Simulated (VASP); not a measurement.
# CO2 (I-42d) in VASP: notebook, part 2 of 2

VASP 6.6.1. Earlier steps stand in the parts before.

### 4 Relaxation of cell and atoms, LDA

This run uses another cell than the first one, of 7.84 Å³/atom.

The input, INCAR:

```
SYSTEM = CO2
PREC = Accurate
ENCUT = 600
EDIFF = 1E-6
ISMEAR = -1
SIGMA = 0.05
LREAL = .False.
LASPH = .True.
NELM = 80
ALGO = Normal
ISIF = 3
LWAVE = .False.
LCHARG = .False.
GGA = CA
IBRION = 2
NSW = 60
EDIFFG = -0.01
```

The input, KPOINTS:

```
regular mesh
0
Gamma
  9 9 9
  0 0 0
```

The input, POSCAR:

```
CO2
1.0
   -1.9747270000      1.9747270000      3.0140580000
    1.9747270000     -1.9747270000      3.0140580000
    1.9747270000      1.9747270000     -3.0140580000
O C
4 2
Direct
    0.8750000000      0.9597980000      0.5847980000
    0.3750000000      0.2902020000      0.4152020000
    0.0402020000      0.6250000000      0.9152020000
    0.7097980000      0.1250000000      0.0847980000
    0.0000000000      0.0000000000      0.0000000000
    0.7500000000      0.2500000000      0.5000000000
```

Potentials or basis: VASP PAW LDA potentials, release 64 (O, C).

Command:

```console
$ cat potpaw_LDA.64/O/POTCAR potpaw_LDA.64/C/POTCAR > POTCAR
$ mpirun -np 1 vasp_std > vasp.out
```

OUTCAR:

```text
SYSTEM = CO2
   PREC = Accurate
   ENCUT = 600
   EDIFF = 1E-6
   ISMEAR = -1
   LREAL = .False.
   LASPH = .True.
   NELM = 80
   ISIF = 3
   GGA = CA
   IBRION = 2
   NSW = 60
   EDIFFG = -0.01

 ion  position               nearest neighbor table
   1  0.875  0.960  0.585-   5 1.40   6 1.40
   2  0.375  0.290  0.415-   5 1.40   6 1.40
   3  0.040  0.625  0.915-   6 1.40   5 1.40
   4  0.710  0.125  0.085-   5 1.40   6 1.40
   5  0.000  0.000  0.000-   1 1.40   2 1.40   4 1.40   3 1.40
   6  0.750  0.250  0.500-   1 1.40   3 1.40   4 1.40   2 1.40

  LATTYP: Found a body centered tetragonal cell.
 ALAT       =     3.9494540000
 C/A-ratio  =     1.5263162959

  Lattice vectors:

 A1 = (  -1.9747270000,   1.9747270000,   3.0140580000)
 A2 = (   1.9747270000,  -1.9747270000,   3.0140580000)
 A3 = (   1.9747270000,   1.9747270000,  -3.0140580000)

Analysis of symmetry for initial positions (statically):
=====================================================================
 Subroutine PRICEL returns:
 Original cell was already a primitive cell.

 Routine SETGRP: Setting up the symmetry group for a
 body centered tetragonal supercell.

 Subroutine GETGRP returns: Found  8 space group operations
 (whereof  4 operations were pure point group operations)
 out of a pool of 16 trial point group operations.

The static configuration has the point symmetry S_4 .
 The point group associated with its full space group is D_2d.

Analysis of symmetry for dynamics (positions and initial velocities):
=====================================================================
 Subroutine PRICEL returns:
 Original cell was already a primitive cell.

 Routine SETGRP: Setting up the symmetry group for a
 body centered tetragonal supercell.

 Subroutine GETGRP returns: Found  8 space group operations
[... 145 lines left out ...]
  energy-cutoff  :      600.00
  volume of cell :       47.01
 maximum number of plane-waves:      1584
 NGX is ok and might be reduce to    36
   NGX = 17   NGY = 17   NGZ = 17

--------------------------------------- Ionic step        1  -------------------------------------------

 number of electron      31.9999994 magnetization

 Free energy of the ion-electron system (eV)
  ---------------------------------------------------
  ext. energy  EPLUGINS =         0.00000000
  ---------------------------------------------------
  free energy    TOTEN  =       -49.05082460 eV

  energy without entropy =      -49.05082460  energy(sigma->0) =      -49.05082460

------------------------ aborting loop because EDIFF is reached ----------------------------------------

  FORCE on cell =-STRESS in cart. coord.  units (eV):
  Direction    XX          YY          ZZ          XY          YZ          ZX
  --------------------------------------------------------------------------------------
  -------------------------------------------------------------------------------------
  Total       -3.5513461     -3.5513461     -3.8365635      0.0000000      0.0000000      0.0000000
  in kB     -121.0257695   -121.0257695   -130.7456485      0.0000000      0.0000000      0.0000000
  external PRESSURE =    -124.2657292 kB  Pullay stress =       0.0000000 kB
[... 101 lines left out ...]
  FREE ENERGIE OF THE ION-ELECTRON SYSTEM (eV)
  ---------------------------------------------------
  free  energy   TOTEN  =       -49.1277650819 eV

  energy  without entropy=      -49.1277650818  energy(sigma->0) =      -49.12776508

[... ionic steps 4 to 7 ...]

--------------------------------------- Ionic step        8  -------------------------------------------

 number of electron      32.0000000 magnetization

------------------------ aborting loop because EDIFF is reached ----------------------------------------
[... 75 lines left out ...]
--------------------------------------- Ionic step       10  -------------------------------------------

 number of electron      32.0000001 magnetization

 Free energy of the ion-electron system (eV)
  ---------------------------------------------------
  ext. energy  EPLUGINS =         0.00000000
  ---------------------------------------------------
  free energy    TOTEN  =       -49.14755882 eV

  energy without entropy =      -49.14755882  energy(sigma->0) =      -49.14755882

 E-fermi :   3.6674     XC(G=0): -12.0297

 val. band max:        2.6003964951   @ k =   0.4444  -0.0000   0.0000
 cond. band min:      10.1205846094   @ k =   0.0000   0.0000   0.0000
 fundamental gap:      7.5201881143
 Fermi energy:         3.6674393388

 k-point     1 :       0.0000    0.0000    0.0000
  band No.  band energies     occupation
      1     -21.7242      2.00000
      2     -16.3029      2.00000
      3     -16.3029      2.00000
      4     -15.5887      2.00000
      5     -12.1017      2.00000
      6      -7.4579      2.00000
[... 541 lines left out ...]
     19      12.5591      0.00000
     20      12.7822      0.00000

 [... further k-points ...]
[... 5 lines left out ...]
  --------------------------------------------------------------------------------------
  -------------------------------------------------------------------------------------
  Total        0.0262074      0.0262074      0.0179613      0.0000000     -0.0000000      0.0000000
  in kB        0.9493173      0.9493173      0.6506166      0.0000000     -0.0000000      0.0000000
  external PRESSURE =       0.8497504 kB  Pullay stress =       0.0000000 kB
[... 21 lines left out ...]
  FREE ENERGIE OF THE ION-ELECTRON SYSTEM (eV)
  ---------------------------------------------------
  free  energy   TOTEN  =       -49.1475588199 eV

  energy  without entropy=      -49.1475588199  energy(sigma->0) =      -49.14755882

 reached required accuracy - stopping structural energy minimisation
```

OSZICAR:

```text
N       E                     dE             d eps       ncg     rms          rms(c)
DAV:   1     0.193717818763E+03    0.19372E+03   -0.20725E+04  3000   0.178E+03
DAV:   2    -0.435531782263E+02   -0.23727E+03   -0.23026E+03  4052   0.359E+02
DAV:   3    -0.521072702499E+02   -0.85541E+01   -0.85212E+01  3600   0.740E+01
DAV:   4    -0.522079811798E+02   -0.10071E+00   -0.10041E+00  3756   0.869E+00
[... 78 lines left out ...]
DAV:   1    -0.491481972397E+02   -0.81677E-03   -0.34141E-02  3068   0.168E+00    0.195E-01
DAV:   2    -0.491476596894E+02    0.53755E-03   -0.15083E-03  3572   0.327E-01    0.772E-02
DAV:   3    -0.491475720648E+02    0.87625E-04   -0.18382E-04  3492   0.102E-01    0.267E-02
DAV:   4    -0.491475591910E+02    0.12874E-04   -0.26338E-05  3608   0.442E-02    0.570E-03
DAV:   5    -0.491475588199E+02    0.37107E-06   -0.47952E-06  3256   0.180E-02
  10 F= -.49147559E+02 E0= -.49147559E+02  d E =-.178555E-03
```

CONTCAR:

```text
CO2
   1.00000000000000
    -1.9352897349428515    1.9352897349428515    2.9523684442853915
     1.9352897349428515   -1.9352897349428515    2.9523684442853915
     1.9352897349428515    1.9352897349428515   -2.9523684442853915
  O               C
     4     2
Direct
     0.8750000000000000    0.9549783610523260    0.5799783610523260
     0.3750000000000000    0.2950216389476739    0.4200216389476739
     0.0450216389476740    0.6250000000000000    0.9200216389476740
     0.7049783610523260    0.1250000000000000    0.0799783610523260
     0.0000000000000000    1.0000000000000000    0.0000000000000000
     0.7500000000000000    0.2500000000000000    0.5000000000000000

  0.00000000E+00  0.00000000E+00  0.00000000E+00
  0.00000000E+00  0.00000000E+00  0.00000000E+00
  0.00000000E+00  0.00000000E+00  0.00000000E+00
  0.00000000E+00  0.00000000E+00  0.00000000E+00
  0.00000000E+00  0.00000000E+00  0.00000000E+00
  0.00000000E+00  0.00000000E+00  0.00000000E+00
```

Run time: 4.2 min. Hardware: 1 thread of AMD EPYC 9R45 (Zen 5), shared host; peak memory 0.18 GiB.

Results:

- Free energy: -49.1476 eV
- Relaxed volume: 7.37 Å³/atom
- Relaxed cell: a = 4.026 Å, b = 4.026 Å, c = 4.026 Å, α = 122.54°, β = 122.54°, γ = 85.66°
- Space group after relaxing (to 0.1 Å): I-42d (No. 122)
- Energy gained by relaxing: 16.1 meV/atom
- Ionic steps: 10
- Pressure after relaxing: 0.1 GPa
- Largest force after relaxing: 0.005 eV/Å
- Band gap on the k mesh: 7.52 eV (least direct gap 7.96 eV)

Forces on the atoms (eV/Å):
```
O   -0.005  0.000  0.000
O    0.005  0.000  0.000
O    0.000  0.005  0.000
O    0.000 -0.005  0.000
C    0.000  0.000  0.000
C    0.000  0.000  0.000
```

The path:
| step | energy change (eV) | largest force (eV/Å) | pressure (GPa) | volume (Å³) |
| --- | --- | --- | --- | --- |
| 1 | 0.0000 | 0.4246 | -12.43 | 47.01 |
| 2 | 0.0844 | 1.4683 | 18.81 | 43.00 |
| 3 | -0.0769 | 0.2921 | -1.12 | 45.31 |
| 4 | -0.0770 | 0.3074 | -0.88 | 45.28 |
| 5 | -0.0915 | 0.1576 | -0.44 | 44.79 |
| 6 | -0.0954 | 0.0072 | 0.01 | 44.33 |
| 7 | -0.0955 | 0.0210 | -0.01 | 44.37 |
| 8 | -0.0960 | 0.0047 | -0.16 | 44.36 |
| 9 | -0.0966 | 0.0333 | -0.56 | 44.32 |
| 10 | -0.0967 | 0.0053 | 0.08 | 44.23 |

Final structure:
```
O C
1.0
    -1.93529    1.93529    2.95237
     1.93529   -1.93529    2.95237
     1.93529    1.93529   -2.95237
O C
4 2
Direct
  0.87500 0.95498 0.57998
  0.37500 0.29502 0.42002
  0.04502 0.62500 0.92002
  0.70498 0.12500 0.07998
  0.00000 0.00000 0.00000
  0.75000 0.25000 0.50000
```

A k mesh can miss the band edges.

### 5 Relaxation of cell and atoms, RPBE

This run uses another cell than the first one, of 7.84 Å³/atom.

The input, INCAR:

```
ALGO     = Normal         # electronic algorithm
EDIFF    = 1E-7           # SCF threshold, eV
EDIFFG   = -0.01          # ionic threshold
ENCUT    = 600            # plane-wave cutoff, eV
GGA      = RP             # functional
IBRION   = 2              # ionic algorithm
ISIF     = 3              # what is computed and relaxed
ISMEAR   = -1             # smearing method
LASPH    = True           # aspherical terms in the spheres
LCHARG   = False          # write CHGCAR
LREAL    = False          # projectors in reciprocal space
LWAVE    = False          # write WAVECAR
NELM     = 80             # most SCF steps
NSW      = 60             # ionic steps
PREC     = Accurate       # precision mode
SIGMA    = 0.05           # smearing width, eV
```

The input, KPOINTS:

```
k-points
0
Gamma
  9 9 9
```

POSCAR is that of step 4.

Potentials or basis: VASP PAW PBE potentials, release 64 (O, C).

Command:

```console
$ cat potpaw_PBE.64/O/POTCAR potpaw_PBE.64/C/POTCAR > POTCAR
$ mpirun -np 1 vasp_std > vasp.out
```

It took 5.3 min on 1 thread of AMD EPYC 9R45 (Zen 5), shared host; peak memory 0.21 GiB.

Results (log left out):

* Free energy: -40.9899 eV
* Relaxed volume: 8.09 Å³/atom
* Relaxed cell: a = 4.140 Å, b = 4.140 Å, c = 4.140 Å, α = 122.00°, β = 122.00°, γ = 86.56°
* Space group after relaxing (to 0.1 Å): I-42d (No. 122)
* Energy gained by relaxing: 4.2 meV/atom
* Ionic steps: 10
* Pressure after relaxing: 0.0 GPa
* Band gap on the k mesh: 7.66 eV (least direct gap 8.00 eV)

Step by step:
| step | energy change (eV) | largest force (eV/Å) | pressure (GPa) | volume (Å³) |
| --- | --- | --- | --- | --- |
| 1 | 0.0000 | 0.2124 | 5.89 | 47.01 |
| 2 | 0.0093 | 0.5608 | -5.77 | 49.00 |
| 3 | -0.0180 | 0.1454 | 0.39 | 47.89 |
| 4 | -0.0213 | 0.0903 | 0.18 | 48.12 |
| 5 | -0.0237 | 0.0020 | -0.14 | 48.50 |
| 6 | -0.0238 | 0.0086 | -0.18 | 48.55 |
| 7 | -0.0247 | 0.0122 | 0.02 | 48.53 |
| 8 | -0.0250 | 0.0160 | 0.22 | 48.52 |
| 9 | -0.0248 | 0.0400 | -0.50 | 48.63 |
| 10 | -0.0250 | 0.0011 | 0.00 | 48.55 |

Final structure:
```
O C
1.0
    -2.00686    2.00686    3.01368
     2.00686   -2.00686    3.01368
     2.00686    2.00686   -3.01368
O C
4 2
Direct
  0.87500 0.96314 0.58814
  0.37500 0.28686 0.41186
  0.03686 0.62500 0.91186
  0.71314 0.12500 0.08814
  0.00000 0.00000 0.00000
  0.75000 0.25000 0.50000
```

Levels at points of the mesh, in eV from the valence-band top:
```
           k point  band 13  band 14  band 15  band 16  band 17  band 18  band 19  band 20
(0.00, 0.00, 0.00)    -1.09    -0.86    -0.86    -0.44     7.66     8.73     9.01     9.01
```

Caveat: the PAW data sets were made with another functional, which shifts forces and pressure a little. A k mesh can miss the band edges.

### 6 Relaxation of cell and atoms, RPBE+D4

This run uses another cell than the first one, of 7.84 Å³/atom.

The input, INCAR:

```
PREC = Accurate
ENCUT = 600
EDIFF = 1E-6
ISMEAR = -1
SIGMA = 0.05
LREAL = False
LASPH = True
NELM = 80
ALGO = Normal
ISIF = 3
LWAVE = False
LCHARG = False
GGA = RP
IVDW = 13
IBRION = 2
NSW = 60
EDIFFG = -0.01
```

The input, KPOINTS:

```
regular mesh
0
Gamma
  9 9 9
```

POSCAR is that of step 5.

Potentials or basis: VASP PAW PBE potentials, release 64 (O, C).

Command:

```console
$ cat potpaw_PBE.64/O/POTCAR potpaw_PBE.64/C/POTCAR > POTCAR
$ mpirun -np 1 vasp_std > vasp.out
```

It took 3.5 min on 1 thread of Intel Xeon 6975P-C (Granite Rapids), shared host; peak memory 0.23 GiB.

Results (log left out):

| Property | Result |
| --- | --- |
| Free energy | -42.8369 eV |
| Relaxed volume | 7.72 Å³/atom |
| Relaxed cell | a = 4.089 Å, b = 4.089 Å, c = 4.089 Å, α = 122.58°, β = 122.58°, γ = 85.58° |
| Space group after relaxing (to 0.1 Å) | I-42d (No. 122) |
| Energy gained by relaxing | 2.0 meV/atom |
| Ionic steps | 9 |
| Pressure after relaxing | -0.1 GPa |
| Band gap on the k mesh | 7.75 eV (least direct gap 8.11 eV) |
| Dispersion energy per atom | -0.315 eV |

Forces on the atoms (eV/Å):
```
O   -0.003  0.000  0.000
O    0.003  0.000  0.000
O    0.000  0.003  0.000
O    0.000 -0.003  0.000
C    0.000  0.000  0.000
C    0.000  0.000  0.000
```

Step by step:
```
step  energy change (eV)  largest force (eV/Å)  pressure (GPa)  volume (Å³)
   1              0.0000                0.2724           -0.16        47.01
   2             -0.0074                0.0388           -2.36        46.96
   3             -0.0074                0.0128           -2.17        46.97
   4             -0.0111                0.0149            0.49        46.23
   5             -0.0113                0.0098           -0.03        46.37
   6             -0.0116                0.0121            0.02        46.35
   7             -0.0120                0.0209            0.15        46.28
   8             -0.0119                0.0352           -0.52        46.33
   9             -0.0120                0.0028           -0.06        46.30
```

Final structure:
```
O C
1.0
    -1.96403    1.96403    3.00041
     1.96403   -1.96403    3.00041
     1.96403    1.96403   -3.00041
O C
4 2
Cartesian
  1.2944 0.9820 3.7505
  0.6697 0.9820 0.7501
  2.9460 0.6697 -0.7501
  -0.9820 1.2944 2.2503
  0.0000 0.0000 0.0000
  0.0000 1.9640 1.5002
```

Levels at points of the mesh, in eV from the valence-band top:
```csv
k point,band 14,band 15,band 16,band 17,band 18,band 19
"(0.00, 0.00, 0.00)",-0.79,-0.79,-0.37,7.75,9.16,9.33
```

Caveat: the PAW data sets were made with another functional, which shifts forces and pressure a little. A k mesh can miss the band edges.

### 7 The runs side by side

| task | level | potentials or basis | cell | cutoff (eV) | gap on the mesh (eV) | pressure (GPa) | relaxed volume (Å³/atom) | largest force (eV/Å) |
| --- | --- | --- | --- | --- | --- | --- | --- | --- |
| single point | PBEsol | VASP PAW PBE potentials, release 64 (O, C) | a = 4.060 Å, angles 122.3, 122.3, 86.1°, 6 atoms, atomic positions A | 520 | 7.60 | 1.7 | - | 0.10 |
| single point | PBEsol | VASP PAW PBE potentials, release 64 (O_h, C_h) | a = 3.947 Å, angles 123.8, 123.8, 83.5°, 6 atoms, atomic positions B | 1340 | 7.63 | 20.0 | - | 0.03 |
| relaxation of cell and atoms | LDA | VASP PAW LDA potentials, release 64 (O, C) | relaxed from a = 4.109 Å, angles 122.6, 122.6, 85.6°, 6 atoms, atomic positions C | 600 | 7.52 | 0.1 | 7.37 | 0.01 |
| relaxation of cell and atoms | RPBE | VASP PAW PBE potentials, release 64 (O, C) | relaxed from a = 4.109 Å, angles 122.6, 122.6, 85.6°, 6 atoms, atomic positions C | 600 | 7.66 | 0.0 | 8.09 | - |
| relaxation of cell and atoms | RPBE+D4 | VASP PAW PBE potentials, release 64 (O, C) | relaxed from a = 4.109 Å, angles 122.6, 122.6, 85.6°, 6 atoms, atomic positions C | 600 | 7.75 | -0.1 | 7.72 | - |

Alike in all rows: no spin polarisation; k mesh 9 × 9 × 9; smearing fermi-dirac 0.05 eV.

Caveats: the PAW data sets were made with another functional, which shifts forces and pressure a little (at least some runs); the cell stands under pressure (at least some runs).

Absolute energies hang on the potentials; compare differences alone.
